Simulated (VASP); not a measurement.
# AlGa2Sb3 (P3m1) in VASP: single point with PBE

Aim: the single point of AlGa2Sb3 with PBE.

All numbers are computed with VASP 6.6.1; they aren't measurements. Logs are shortened: lines on timing, memory, paths and dates and some standing lists are left out, and cuts for length are marked.

### Step 1. The cell of the first run

The structure is trigonal, space group P3m1 (No. 156). Conventional cell: a = 4.383 Å, b = 4.383 Å, c = 21.664 Å, α = 90.00°, β = 90.00°, γ = 120.00°. Al (site symmetry 3m) has 4 Sb at 2.69 to 2.71 Å within 3.5 Å. Al (site symmetry 3m) has 4 Sb at 2.69 to 2.71 Å within 3.5 Å. Ga (site symmetry 3m) has 4 Sb at 2.69 to 2.70 Å within 3.5 Å. Within 3.5 Å of Ga (site symmetry 3m) lie 4 Sb at 2.69 to 2.70 Å. Ga (site symmetry 3m) has 4 Sb at 2.69 to 2.70 Å within 3.5 Å. Within 3.5 Å of Ga (site symmetry 3m) lie 4 Sb at 2.69 to 2.70 Å. Sb (site symmetry 3m) has 3 Ga at 2.69 Å and 1 Al at 2.71 Å within 3.5 Å. Sb (site symmetry 3m) has 4 Ga at 2.69 to 2.70 Å within 3.5 Å.

### Step 2. Single point, PBE

Contents of INCAR:

```
ALGO = Normal
EDIFF = 1E-7
ENCUT = 520
GGA = PE
ISIF = 2
ISMEAR = 0
LASPH = T
LCHARG = F
LREAL = F
LWAVE = F
NBANDS = 56
NELM = 80
PREC = Accurate
SIGMA = 0.2
```

Contents of KPOINTS:

```
k-points
0
Gamma
  6 6 1
```

Contents of POSCAR:

```
AlGa2Sb3
1.0
    4.3828482603     -0.0000000289      0.0000000000
   -2.1914241052      3.7956579488      0.0000000000
    0.0000000000      0.0000000000     21.6640987000
Al Ga Sb
2 4 6
Direct
    0.0000000000      0.0000000000      0.1666160000
    0.0000000000      0.0000000000      0.8331860000
    0.0000000000      0.0000000000      0.5001940000
    0.6666666667      0.3333333333      0.0003370000
    0.6666666667      0.3333333333      0.3337800000
    0.6666666667      0.3333333333      0.6667400000
    0.0000000000      0.0000000000      0.2916510000
    0.0000000000      0.0000000000      0.6248560000
    0.0000000000      0.0000000000      0.9582100000
    0.6666666667      0.3333333333      0.1248830000
    0.6666666667      0.3333333333      0.4583470000
    0.6666666667      0.3333333333      0.7914000000
```

Potentials or basis: VASP PAW PBE potentials, release 64 (Al, Ga_d, Sb).

Launch:

```console
cat potpaw_PBE.64/Al/POTCAR potpaw_PBE.64/Ga_d/POTCAR potpaw_PBE.64/Sb/POTCAR > POTCAR
mpirun -np 1 vasp_std > vasp.out
```

OUTCAR:

```text
EDIFF = 1E-7
   ENCUT = 520
   GGA = PE
   ISIF = 2
   ISMEAR = 0
   LASPH = T
   LREAL = F
   NELM = 80
   PREC = Accurate

 ion  position               nearest neighbor table
   1  0.000  0.000  0.167-  10 2.69  10 2.69  10 2.69   7 2.71
   2  0.000  0.000  0.833-  12 2.69  12 2.69  12 2.69   9 2.71
   3  0.000  0.000  0.500-  11 2.69  11 2.69  11 2.69   8 2.70
   4  0.667  0.333  0.000-   9 2.69   9 2.69   9 2.69  10 2.70
   5  0.667  0.333  0.334-   7 2.69   7 2.69   7 2.69  11 2.70
   6  0.667  0.333  0.667-   8 2.69   8 2.69   8 2.69  12 2.70
   7  0.000  0.000  0.292-   5 2.69   5 2.69   5 2.69   1 2.71
   8  0.000  0.000  0.625-   6 2.69   6 2.69   6 2.69   3 2.70
   9  0.000  0.000  0.958-   4 2.69   4 2.69   4 2.69   2 2.71
  10  0.667  0.333  0.125-   1 2.69   1 2.69   1 2.69   4 2.70
  11  0.667  0.333  0.458-   3 2.69   3 2.69   3 2.69   5 2.70
  12  0.667  0.333  0.791-   2 2.69   2 2.69   2 2.69   6 2.70

  LATTYP: Found a hexagonal cell.
 ALAT       =     4.3828482603
 C/A-ratio  =     4.9429269309

  Lattice vectors:

 A1 = (   4.3828482603,  -0.0000000289,   0.0000000000)
 A2 = (  -2.1914241052,   3.7956579488,   0.0000000000)
 A3 = (   0.0000000000,   0.0000000000,  21.6640987000)

Analysis of symmetry for initial positions (statically):
=====================================================================
 Subroutine PRICEL returns:
 Original cell was already a primitive cell.

 Routine SETGRP: Setting up the symmetry group for a
 hexagonal supercell.

 Subroutine GETGRP returns: Found  6 space group operations
 (whereof  6 operations were pure point group operations)
 out of a pool of 24 trial point group operations.

The static configuration has the point symmetry C_3v.

Analysis of symmetry for dynamics (positions and initial velocities):
=====================================================================
 Subroutine PRICEL returns:
 Original cell was already a primitive cell.

 Routine SETGRP: Setting up the symmetry group for a
 hexagonal supercell.

 Subroutine GETGRP returns: Found  6 space group operations
 (whereof  6 operations were pure point group operations)
 out of a pool of 24 trial point group operations.

The dynamic configuration has the point symmetry C_3v.

 Subroutine INISYM returns: Found  6 space group operations
 (whereof  6 operations are pure point group operations),
[... 107 lines left out ...]
   TEBEG  =    0.0;   TEEND  =   0.0 temperature during run
   PSTRESS=    0.0 pullay stress
   NELECT =      88.0000    total number of electrons
   NUPDOWN=      -1.0000    fix difference up-down
   EMIN   =  10.00;   EMAX   =-10.00  energy-range for DOS
   EFERMI =   0.00;   METHOD = LEGACY
   ISMEAR =     0;   SIGMA  =   0.20  broadening in eV -4-tet -1-fermi 0-gaus
   EFERMI_NEDOS =   21; number of points for ismear=-14 and -15
   IALGO  =     38    algorithm
   IMIX   =      4    mixing-type and parameters
     AMIX     =   0.40;   BMIX     =  1.00
     AMIX_MAG =   1.60;   BMIX_MAG =  1.00
  volume/ion in A,a.u.               =      30.03       202.67
  Fermi-wavevector in a.u.,A,eV,Ry     =   1.023233  1.933629 14.245366  1.047005
  Thomas-Fermi vector in A             =   2.156955
   LORBIT       =      0    0 simple, 1 ext, 2 COOP (PROOUT), +10 PAW based schemes
   GGA     = PE    functional components
   LHFCALC =     F    Hartree Fock is set to
   AEXX    =    0.0000 exact exchange contribution
   IVDW    =     0    specifies the selected vdW correction
   LEPSILON=     F    determine dielectric tensor
   LRPA    =     F    only Hartree local field effects (RPA)
 non-spin polarized calculation
 Gauss-broadening in eV      SIGMA  =   0.20
  energy-cutoff  :      520.00
  volume of cell :      360.40
 maximum number of plane-waves:      9726
 NGX is ok and might be reduce to    36
   NGX = 17   NGY = 17   NGZ = 81

 number of electron      87.9999994 magnetization

 Free energy of the ion-electron system (eV)
  ---------------------------------------------------
  ext. energy  EPLUGINS =         0.00000000
  ---------------------------------------------------
  free energy    TOTEN  =       -45.67621290 eV

  energy without entropy =      -45.66617749  energy(sigma->0) =      -45.67119520

 E-fermi :   4.5827     XC(G=0):  -8.7451

 val. band max:        4.5228673045   @ k =   0.0000   0.0000   0.0000
 cond. band min:       4.8340456998   @ k =   0.0000   0.0000   0.0000
 fundamental gap:      0.3111783953
 Fermi energy:         4.5827029290

 k-point     1 :       0.0000    0.0000    0.0000
  band No.  band energies     occupation
      1     -10.4723      2.00000
      2     -10.4585      2.00000
      3     -10.4529      2.00000
      4     -10.4529      2.00000
      5     -10.4478      2.00000
      6     -10.4444      2.00000
[... 402 lines left out ...]
     55       9.4732      0.00000
     56       9.6156      0.00000

------------------------ aborting loop because EDIFF is reached ----------------------------------------

  FORCE on cell =-STRESS in cart. coord.  units (eV):
  Direction    XX          YY          ZZ          XY          YZ          ZX
  --------------------------------------------------------------------------------------
  -------------------------------------------------------------------------------------
  Total        0.4700531      0.4700531      0.1787234     -0.0000000     -0.0000000      0.0000000
  in kB        2.0896493      2.0896493      0.7945257     -0.0000000     -0.0000000      0.0000000
  external PRESSURE =       1.6579414 kB  Pullay stress =       0.0000000 kB

 VOLUME and BASIS-vectors are now :
 -----------------------------------------------------------------------------
  energy-cutoff  :      520.00
  volume of cell :      360.40
      direct lattice vectors                 reciprocal lattice vectors
     4.382848260 -0.000000029  0.000000000     0.228162132  0.131729466  0.000000000
    -2.191424105  3.795657949  0.000000000     0.000000002  0.263458936  0.000000000
     0.000000000  0.000000000 21.664098700     0.000000000  0.000000000  0.046159317

 POSITION                                       TOTAL-FORCE (eV/Angst)
 -----------------------------------------------------------------------------------
      0.00000      0.00000      3.60959        -0.000000      0.000000      0.017013
      0.00000      0.00000     18.05022        -0.000000      0.000000      0.020090
      0.00000      0.00000     10.83625        -0.000000     -0.000000      0.024400
      2.19142      1.26522      0.00730         0.000000     -0.000000     -0.011435
      2.19142      1.26522      7.23104         0.000000      0.000000     -0.001493
      2.19142      1.26522     14.44432         0.000000     -0.000000     -0.001660
      0.00000      0.00000      6.31836        -0.000000      0.000000     -0.000552
      0.00000      0.00000     13.53694        -0.000000      0.000000     -0.015902
      0.00000      0.00000     20.75876        -0.000000      0.000000      0.004798
      2.19142      1.26522      2.70548        -0.000000      0.000000     -0.011887
      2.19142      1.26522      9.92967         0.000000      0.000000     -0.012523
      2.19142      1.26522     17.14497        -0.000000      0.000000     -0.010850
 -----------------------------------------------------------------------------------
    total drift:                                0.000001     -0.000001     -0.000924

  FREE ENERGIE OF THE ION-ELECTRON SYSTEM (eV)
  ---------------------------------------------------
  free  energy   TOTEN  =       -45.6762129009 eV

  energy  without entropy=      -45.6661774926  energy(sigma->0) =      -45.67119520
```

OSZICAR:

```text
N       E                     dE             d eps       ncg     rms          rms(c)
DAV:   1     0.700742898320E+03    0.70074E+03   -0.35593E+04   808   0.171E+03
DAV:   2     0.609914782603E+02   -0.63975E+03   -0.61816E+03   880   0.463E+02
DAV:   3    -0.393545582342E+02   -0.10035E+03   -0.96461E+02   896   0.144E+02
DAV:   4    -0.458636110632E+02   -0.65091E+01   -0.64390E+01  1016   0.369E+01
DAV:   5    -0.460407045452E+02   -0.17709E+00   -0.17667E+00  1088   0.631E+00    0.776E+00
DAV:   6    -0.457492402604E+02    0.29146E+00   -0.51253E-01  1128   0.546E+00    0.461E+00
DAV:   7    -0.456683399178E+02    0.80900E-01   -0.43015E-01   896   0.256E+00    0.736E-01
DAV:   8    -0.456718577307E+02   -0.35178E-02   -0.41706E-02   920   0.160E+00    0.381E-01
DAV:   9    -0.456746808784E+02   -0.28231E-02   -0.10929E-02   968   0.575E-01    0.162E-01
DAV:  10    -0.456756689987E+02   -0.98812E-03   -0.16160E-03   920   0.465E-01    0.507E-02
DAV:  11    -0.456760414496E+02   -0.37245E-03   -0.40155E-04  1080   0.138E-01    0.354E-02
DAV:  12    -0.456761799529E+02   -0.13850E-03   -0.15658E-04   888   0.706E-02    0.109E-02
DAV:  13    -0.456762103910E+02   -0.30438E-04   -0.55377E-05   952   0.313E-02    0.841E-03
DAV:  14    -0.456762111788E+02   -0.78774E-06   -0.27171E-06  1032   0.165E-02    0.273E-03
DAV:  15    -0.456762127192E+02   -0.15405E-05   -0.24402E-06   872   0.725E-03    0.201E-03
DAV:  16    -0.456762128987E+02   -0.17945E-06   -0.11869E-07   640   0.243E-03    0.133E-03
DAV:  17    -0.456762129009E+02   -0.22137E-08   -0.83770E-08   568   0.237E-03
   1 F= -.45676213E+02 E0= -.45671195E+02  d E =-.100354E-01
```

stdout:

```text
POSCAR found type information on POSCAR AlGaSb
 POSCAR found :  3 types and      12 ions
 scaLAPACK will be used
 LDA part: xc-table for (Slater+PW92), standard interpolation
 POSCAR, INCAR and KPOINTS ok, starting setup
 FFT: planning ... GRIDC
 FFT: planning ... GRID_SOFT
 FFT: planning ... GRID
 WAVECAR not read
 entering main loop
```

Wall time 2.4 min (1 thread of Intel Xeon 6975P-C (Granite Rapids), shared host); peak memory 0.54 GiB.

What came out:

* Free energy: -45.6762 eV
* Pressure: 0.2 GPa
* Largest force: 0.024 eV/Å
* Band gap on the k mesh: zero (filled and empty bands touch)

Forces in eV/Å, atoms in the order of the input:
```
Al   0.000  0.000  0.017
Al   0.000  0.000  0.020
Ga   0.000  0.000  0.024
Ga   0.000  0.000 -0.011
Ga   0.000  0.000 -0.001
Ga   0.000  0.000 -0.002
Sb   0.000  0.000 -0.001
Sb   0.000  0.000 -0.016
Sb   0.000  0.000  0.005
Sb   0.000  0.000 -0.012
Sb   0.000  0.000 -0.013
Sb   0.000  0.000 -0.011
```

Levels at points of the mesh, in eV from the Fermi level:
| k point | band 40 | band 41 | band 42 | band 43 | band 44 | band 45 | band 46 | band 47 | band 48 | band 49 |
| --- | --- | --- | --- | --- | --- | --- | --- | --- | --- | --- |
| (0.00, 0.00, 0.00) | -0.40 | -0.40 | -0.30 | -0.06 | -0.06 | -0.06 | 0.25 | 0.54 | 0.64 | 1.29 |
| (0.50, 0.00, 0.00) | -1.71 | -1.68 | -1.61 | -1.58 | -1.18 | 0.54 | 0.69 | 0.87 | 1.01 | 1.15 |

Caveat: spin-orbit coupling is left out, which moves the levels of the heavy elements.
